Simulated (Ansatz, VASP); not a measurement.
# BeTe in VASP and in Ansatz

```xyz
2
Lattice="3.5751 0.0000 0.0000 0.0000 3.5751 0.0000 0.0000 0.0000 5.2154" Properties=species:S:1:pos:R:3 pbc="T T T"
Be    0.0000    0.0000    1.9869
Te    1.7875    1.7875    1.9913
```

Alike in both runs: functional PBE; k mesh 6 × 6 × 4; occupations gaussian, width 0.1 eV; no spin polarisation.

Ansatz relaxed the structure, and its values are those at the end. VASP's run is a single point on that final structure, the one shown.

```csv
,VASP,Ansatz
version,VASP 6.6.1,Ansatz 0.2.0
potentials or method,"VASP PAW PBE potentials, release 64 (Be, Te), cutoff 520 eV","scalar-relativistic, plane waves, PAW"
valence electrons in the cell,8,18
```

Ansatz gave:

| Item | Value |
| --- | --- |
| gap on the k mesh at the Fermi level (eV) | none |
| pressure (GPa) | -0.2 |

Task: Estimate VASP's values.

Result: gap on the k mesh at the Fermi level (eV): none; pressure (GPa): -0.1.

A gap of «none» marks a metal or a gap that the smearing closes. With one functional, cell and mesh, what is left measures potentials, basis and numerics. VASP's potentials hold 8 valence electrons a cell and Ansatz's 18, so a difference there can come from the potentials and not from the codes.

Spin-orbit coupling is off throughout.
